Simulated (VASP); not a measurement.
# MgO (P6_3mc) in VASP: notebook, part 2 of 2

VASP 6.6.1. Earlier steps stand in the parts before.

## Step 4: Single point, PBE

This run uses another cell than the first one, of 11.67 Å³/atom, 1.004 times its volume.

The input, INCAR:

```
PREC = Accurate
ENCUT = 520
EDIFF = 1E-6
ISMEAR = 0
SIGMA = 0.05
LREAL = False
LASPH = True
NELM = 60
ALGO = Normal
ISIF = 2
LWAVE = False
LCHARG = False
GGA = PE
NBANDS = 16
```

The input, KPOINTS:

```
Automatic mesh
0
Gamma
  9 9 6
```

The input, POSCAR:

```
MgO
1.0
    3.1606000000      0.0000000000      0.0000000000
   -1.5803000000      2.7371598912      0.0000000000
    0.0000000000      0.0000000000      5.3947000000
Mg O
2 2
Direct
    0.3333333333      0.6666666667      0.0063188013
    0.6666666667      0.3333333333      0.5063188013
    0.3333333333      0.6666666667      0.3982811987
    0.6666666667      0.3333333333      0.8982811987
```

Potentials or basis: VASP PAW PBE potentials, release 64 (Mg, O).

Run with:

```sh
$ cat potpaw_PBE.64/Mg/POTCAR potpaw_PBE.64/O/POTCAR > POTCAR
$ mpirun -np 1 vasp_std > vasp.out
```

OUTCAR:

```text
PREC = Accurate
   ENCUT = 520
   EDIFF = 1E-6
   ISMEAR = 0
   LREAL = False
   LASPH = True
   NELM = 60
   ISIF = 2
   GGA = PE

 ion  position               nearest neighbor table
   1  0.333  0.667  0.006-   4 1.92   4 1.92   4 1.92   3 2.11   2 3.26   2 3.26   2 3.26   2 3.26
                             2 3.26   2 3.26
   2  0.667  0.333  0.506-   3 1.92   3 1.92   3 1.92   4 2.11   1 3.26   1 3.26   1 3.26   1 3.26
                             1 3.26   1 3.26
   3  0.333  0.667  0.398-   2 1.92   2 1.92   2 1.92   1 2.11
   4  0.667  0.333  0.898-   1 1.92   1 1.92   1 1.92   2 2.11

  LATTYP: Found a hexagonal cell.
 ALAT       =     3.1606000000
 C/A-ratio  =     1.7068594571

  Lattice vectors:

 A1 = (   3.1606000000,   0.0000000000,   0.0000000000)
 A2 = (  -1.5803000000,   2.7371598912,   0.0000000000)
 A3 = (   0.0000000000,   0.0000000000,   5.3947000000)

Analysis of symmetry for initial positions (statically):
=====================================================================
 Subroutine PRICEL returns:
 Original cell was already a primitive cell.

 Routine SETGRP: Setting up the symmetry group for a
 hexagonal supercell.

 Subroutine GETGRP returns: Found 12 space group operations
 (whereof  6 operations were pure point group operations)
 out of a pool of 24 trial point group operations.

The static configuration has the point symmetry C_3v.
 The point group associated with its full space group is C_6v.

Analysis of symmetry for dynamics (positions and initial velocities):
=====================================================================
 Subroutine PRICEL returns:
 Original cell was already a primitive cell.

 Routine SETGRP: Setting up the symmetry group for a
 hexagonal supercell.

[... 127 lines left out ...]
   IMIX   =      4    mixing-type and parameters
     AMIX     =   0.40;   BMIX     =  1.00
     AMIX_MAG =   1.60;   BMIX_MAG =  1.00
  volume/ion in A,a.u.               =      11.67        78.74
  Fermi-wavevector in a.u.,A,eV,Ry     =   1.145783  2.165216 17.861992  1.312819
  Thomas-Fermi vector in A             =   2.282470
   LORBIT       =      0    0 simple, 1 ext, 2 COOP (PROOUT), +10 PAW based schemes
   GGA     = PE    functional components
   LHFCALC =     F    Hartree Fock is set to
   AEXX    =    0.0000 exact exchange contribution
   IVDW    =     0    specifies the selected vdW correction
   LEPSILON=     F    determine dielectric tensor
   LRPA    =     F    only Hartree local field effects (RPA)
 non-spin polarized calculation
 Gauss-broadening in eV      SIGMA  =   0.05
  energy-cutoff  :      520.00
  volume of cell :       46.67
 maximum number of plane-waves:      1275
 NGX is ok and might be reduce to    24
   NGX = 11   NGY = 11   NGZ = 21

 number of electron      15.9999987 magnetization

 Free energy of the ion-electron system (eV)
  ---------------------------------------------------
  ext. energy  EPLUGINS =         0.00000000
  ---------------------------------------------------
  free energy    TOTEN  =       -23.28798232 eV

  energy without entropy =      -23.28798232  energy(sigma->0) =      -23.28798232

 E-fermi :   1.1233     XC(G=0):  -9.7834

 val. band max:        0.8885564830   @ k =   0.0000   0.0000   0.0000
 cond. band min:       4.6836735095   @ k =   0.0000   0.0000   0.0000
 fundamental gap:      3.7951170265
 Fermi energy:         1.1233067461

 k-point     1 :       0.0000    0.0000    0.0000
  band No.  band energies     occupation
      1     -15.1070      2.00000
      2     -14.4803      2.00000
      3      -2.2999      2.00000
      4       0.6800      2.00000
      5       0.6800      2.00000
      6       0.8587      2.00000
[... 433 lines left out ...]
      3      -1.4237      2.00000
      4      -0.9307      2.00000
      5      -0.9307      2.00000
      6      -0.4901      2.00000
[... 8 lines left out ...]
     15      14.8026      0.00000
     16      19.3431      0.00000

 [... further k-points ...]

------------------------ aborting loop because EDIFF is reached ----------------------------------------

  FORCE on cell =-STRESS in cart. coord.  units (eV):
  Direction    XX          YY          ZZ          XY          YZ          ZX
  --------------------------------------------------------------------------------------
  -------------------------------------------------------------------------------------
  Total        4.3324781      4.3324781     -1.8891563      0.0000000      0.0000000      0.0000000
  in kB      148.7338964    148.7338964    -64.8547024      0.0000000      0.0000000      0.0000000
  external PRESSURE =      77.5376968 kB  Pullay stress =       0.0000000 kB

 VOLUME and BASIS-vectors are now :
 -----------------------------------------------------------------------------
  energy-cutoff  :      520.00
  volume of cell :       46.67
      direct lattice vectors                 reciprocal lattice vectors
     3.160600000  0.000000000  0.000000000     0.316395621  0.182671097  0.000000000
    -1.580300000  2.737159891  0.000000000     0.000000000  0.365342194  0.000000000
     0.000000000  0.000000000  5.394700000     0.000000000  0.000000000  0.185367120

 POSITION                                       TOTAL-FORCE (eV/Angst)
 -----------------------------------------------------------------------------------
     -0.00000      1.82477      0.03409        -0.000000      0.000000      0.799606
      1.58030      0.91239      2.73144        -0.000000      0.000000      0.799606
     -0.00000      1.82477      2.14861         0.000000      0.000000     -0.799606
      1.58030      0.91239      4.84596         0.000000     -0.000000     -0.799606
 -----------------------------------------------------------------------------------
    total drift:                               -0.000000     -0.000000     -0.001784

  FREE ENERGIE OF THE ION-ELECTRON SYSTEM (eV)
  ---------------------------------------------------
  free  energy   TOTEN  =       -23.2879823216 eV

  energy  without entropy=      -23.2879823216  energy(sigma->0) =      -23.28798232
```

OSZICAR:

```text
N       E                     dE             d eps       ncg     rms          rms(c)
DAV:   1     0.598338536145E+02    0.59834E+02   -0.74621E+03  1536   0.880E+02
DAV:   2    -0.238065672779E+02   -0.83640E+02   -0.77049E+02  2064   0.195E+02
DAV:   3    -0.277126304770E+02   -0.39061E+01   -0.38981E+01  1816   0.439E+01
DAV:   4    -0.277288019507E+02   -0.16171E-01   -0.16171E-01  1928   0.330E+00
DAV:   5    -0.277288826753E+02   -0.80725E-04   -0.80724E-04  1872   0.223E-01    0.119E+01
DAV:   6    -0.233432657436E+02    0.43856E+01   -0.12698E+01  1536   0.266E+01    0.386E+00
DAV:   7    -0.232965910008E+02    0.46675E-01   -0.16402E-01  1536   0.323E+00    0.223E+00
DAV:   8    -0.232894990448E+02    0.70920E-02   -0.95674E-02  1664   0.336E+00    0.488E-01
DAV:   9    -0.232871263331E+02    0.23727E-02   -0.38794E-03  1912   0.558E-01    0.151E-01
DAV:  10    -0.232879566051E+02   -0.83027E-03   -0.12405E-03  1576   0.234E-01    0.246E-02
DAV:  11    -0.232879765029E+02   -0.19898E-04   -0.18480E-05  1840   0.349E-02    0.121E-02
DAV:  12    -0.232879823064E+02   -0.58035E-05   -0.65052E-06  1568   0.195E-02    0.699E-03
DAV:  13    -0.232879823216E+02   -0.15206E-07   -0.12095E-06  1344   0.989E-03
   1 F= -.23287982E+02 E0= -.23287982E+02  d E =-.233737E-13
```

stdout:

```text
POSCAR found type information on POSCAR MgO
 POSCAR found :  2 types and       4 ions
 scaLAPACK will be used
 LDA part: xc-table for (Slater+PW92), standard interpolation
 POSCAR, INCAR and KPOINTS ok, starting setup
 FFT: planning ... GRIDC
 FFT: planning ... GRID_SOFT
 FFT: planning ... GRID
 WAVECAR not read
 entering main loop
```

Wall time 23 s (1 thread of Intel Xeon Platinum 8488C (Sapphire Rapids), shared host); peak memory 0.17 GiB.

What came out:

```
Free energy            : -23.2880 eV
Pressure               : 7.8 GPa
Largest force          : 0.800 eV/Å
Band gap on the k mesh : 3.80 eV, direct
```

Forces in eV/Å, atoms in the order of the input:
```
Mg   0.000  0.000  0.800
Mg   0.000  0.000  0.800
O    0.000  0.000 -0.800
O    0.000  0.000 -0.800
```

Levels at points of the mesh, in eV from the valence-band top:
```
           k point  band 5  band 6  band 7  band 8  band 9  band 10  band 11  band 12
(0.00, 0.00, 0.00)   -0.21   -0.03   -0.03    0.00    3.80     9.12     9.95    15.68
(0.00, 0.00, 0.50)   -0.12   -0.12   -0.12   -0.12    6.25     6.25    12.86    12.86
```

## Step 5: The runs side by side

| cell | gap on the mesh (eV) | pressure (GPa) | largest force (eV/Å) |
| --- | --- | --- | --- |
| a = 3.238, b = 3.238, c = 5.122 Å, angles 90.0, 90.0, 120.0°, 4 atoms | 3.69 | 5.9 | 0.22 |
| a = 3.315, b = 3.315, c = 4.848 Å, angles 90.0, 90.0, 120.0°, 4 atoms | 3.60 | 6.6 | 0.79 |
| a = 3.161, b = 3.161, c = 5.395 Å, angles 90.0, 90.0, 120.0°, 4 atoms | 3.80 | 7.8 | 0.80 |

Alike in all rows: task single point; level PBE; potentials or basis VASP PAW PBE potentials, release 64 (Mg, O); no spin polarisation; k mesh 9 × 9 × 6; cutoff (eV) 520; smearing gaussian 0.05 eV.

Absolute energies hang on the potentials; compare differences alone.
